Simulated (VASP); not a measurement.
# MgS: vibrations by perturbation theory with PBE

The system is MgS.

```
CELL_PARAMETERS angstrom
0.00000 2.84861 2.84861
2.84861 0.00000 2.84861
2.84861 2.84861 0.00000
ATOMIC_POSITIONS crystal
Mg 0.00000 0.00000 0.00000
S 0.25000 0.25000 0.25000
```

```json
{"Program": "VASP 6.6.1", "Task": "vibrations by perturbation theory", "Functional": "PBE", "Potentials or basis": "VASP PAW PBE potentials, release 64 (Mg, S)", "Cutoff": "520 eV", "k mesh": "8 × 8 × 8", "Occupations": "gaussian, width 0.01 eV", "Spin": "no spin polarisation", "Dipole correction": "no", "Further INCAR settings": "ALGO = Normal; EDIFF = 1e-08; NBANDS = 11; IBRION = 8; NSW = 1"}
```

The electronic dielectric tensor (diagonal) is 4.03 and the born charges (mean of the diagonal) is Mg +1.91; S -1.91 e. The highest phonon frequency at Γ, LO-TO splitting left out is 323 cm⁻¹.

Phonon frequencies in cm⁻¹ (negative: imaginary):
| q point | frequencies |
| --- | --- |
| (0.000, 0.000, 0.000) | 0 0 0 323 323 323 |

Electronic dielectric tensor:
```
4.03 0.00 0.00
0.00 4.03 0.00
0.00 0.00 4.03
```

Born effective charge tensors (e):
atom 1, Mg
```
1.91 0.00 0.00
0.00 1.91 0.00
0.00 0.00 1.91
```
atom 2, S
```
-1.91  0.00  0.00
 0.00 -1.91  0.00
 0.00  0.00 -1.91
```

Wall time 3.1 min on 1 thread of Intel(R) Xeon(R) 6975P-C (Granite Rapids), on a shared host, peak memory 0.27 GiB.
